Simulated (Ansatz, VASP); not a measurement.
**Two plane-wave programs on LiCl**

POSCAR

```
LiCl
1.0
    0.0000000000      2.5647700000      2.5647700000
    2.5647700000      0.0000000000      2.5647700000
    2.5647700000      2.5647700000      0.0000000000
Cl Li
1 1
Direct
    0.5000000000      0.5000000000      0.5000000000
    0.0000000000      0.0000000000      0.0000000000
```

INCAR.step1

```
SYSTEM = LiCl
PREC = Accurate
ENCUT = 520
EDIFF = 1E-5
ISMEAR = -1
SIGMA = 0.05
LREAL = .False.
LASPH = .True.
NELM = 80
ALGO = Normal
ISIF = 2
LWAVE = .True.
LCHARG = .False.
NBANDS = 12
GGA = PE
```

Contents of INCAR.step2:

```
SYSTEM = LiCl
PREC = Accurate
ENCUT = 520
EDIFF = 1E-7
ISMEAR = -1
SIGMA = 0.05
LREAL = .False.
LASPH = .True.
NELM = 80
ALGO = Normal
ISIF = 2
LWAVE = .False.
LCHARG = .False.
GGA = B3
LHFCALC = .True.
AEXX = 0.2
AGGAX = 0.72
AGGAC = 0.81
ALDAC = 0.19
PRECFOCK = Normal
NBANDS = 12
ISTART = 1
```

The input KPOINTS:

```
Automatic mesh
0
Gamma
  5 5 5
  0 0 0
```

Contents of input.yaml:

```yaml
crystal:
  lattice:
    - [0.0, 2.56477, 2.56477]
    - [2.56477, 0.0, 2.56477]
    - [2.56477, 2.56477, 0.0]
  atoms:
    - { symbol: Cl, position: [0.5, 0.5, 0.5] }
    - { symbol: Li, position: [0.0, 0.0, 0.0] }
hamiltonian:
  xc: b3lyp
  pseudopotentials: { kind: paw }
kpoints:
  mp_grid: { grid: [5, 5, 5] }
  band_path:
    path:
      - [[0.0, 0.0, 0.0], [0.5, 0.0, 0.5], [0.5, 0.25, 0.75], [0.375, 0.375, 0.75], [0.0, 0.0, 0.0], [0.5, 0.5, 0.5], [0.625, 0.25, 0.625], [0.5, 0.25, 0.75], [0.5, 0.5, 0.5], [0.375, 0.375, 0.75]]
      - [[0.625, 0.25, 0.625], [0.5, 0.0, 0.5]]
    npoints: 4
scf:
  occupations: { method: fermi_dirac, width: 0.05 }
  n_extra_bands: 6
output:
  forces: true
  stress: true
  eigenvalues: true
  fatbands: false
```

Alike in both runs: functional B3LYP; k mesh 5 × 5 × 5; occupations fermi-dirac, width 0.05 eV; no spin polarisation.

```csv
,VASP,Ansatz
version,VASP 6.6.1,Ansatz 0.2.0
potentials or method,"VASP PAW PBE potentials, release 64 (Cl, Li_sv)",Ansatz PAW
plane-wave cutoff (eV),520,420
valence electrons in the cell,10,10
task,single point,band structure
```

|  | VASP | Ansatz | Ansatz less VASP |
| --- | --- | --- | --- |
| gap on the k mesh at the Fermi level (eV) | 8.19 | 8.15 | -0.039 |
| least direct gap on the mesh (eV) | 8.19 | 8.15 | -0.039 |

VASP's potentials were made for PBE, not for B3LYP.

The k mesh is coarse, so the values compare programs but aren't converged. Noted on VASP's run: the cutoff is under 1.25 times that of the potentials, so the pressure is a little rough.
